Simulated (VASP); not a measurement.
# ZrBr5: single point with PBE

The system is ZrBr5.

```
CELL_PARAMETERS angstrom
6.66657 0.00000 0.00000
-3.33329 5.77342 0.00000
0.00000 0.00000 5.26588
ATOMIC_POSITIONS crystal
Zr 0.00000 0.00000 0.00000
Br 0.50000 0.00000 0.50000
Br 0.50000 0.50000 0.50000
Br 0.00000 0.50000 0.50000
Br 0.33333 0.66667 0.00000
Br 0.66667 0.33333 0.00000
```

```yaml
Program: VASP 6.6.1
Task: single point
Functional: PBE
Potentials_or_basis: VASP PAW PBE potentials, release 64 (Zr_sv, Br)
Cutoff: 520 eV
k_mesh: 3 × 3 × 4
Occupations: gaussian, width 0.1 eV
Spin: collinear spin, ferromagnetic start
Starting_moments: "[1.0, 0.0, 0.0, 0.0, 0.0, 0.0] μB"
```

* Pressure: -3.0 GPa
* Net moment: 0.01 μB per cell
* Valence electrons inside the program's atomic spheres: Zr 9.42; Br 4.73

Stress tensor (GPa, compression positive):
```
-5.60  0.00  0.00
 0.00 -5.60  0.00
 0.00  0.00  2.07
```

Levels at points of the mesh, in eV from the Fermi level:
Spin up:
```tsv
k point	band 21	band 22	band 23	band 24	band 25	band 26	band 27	band 28
(0.00, 0.00, 0.00)	-0.49	-0.43	0.09	0.09	0.11	0.23	0.23	0.43
(0.00, 0.00, 0.50)	-0.16	-0.16	-0.01	-0.01	0.09	0.44	0.44	0.52
```
Spin down:
```tsv
k point	band 21	band 22	band 23	band 24	band 25	band 26	band 27	band 28
(0.00, 0.00, 0.00)	-0.48	-0.43	0.10	0.12	0.12	0.23	0.23	0.43
(0.00, 0.00, 0.50)	-0.17	-0.17	0.00	0.00	0.08	0.46	0.46	0.51
```

Run time: 8 min on 1 thread of Intel(R) Xeon(R) Platinum 8488C (Sapphire Rapids) (shared host), peak memory 0.44 GiB.

Caveat: the k points lie up to 0.36 Å⁻¹ apart.
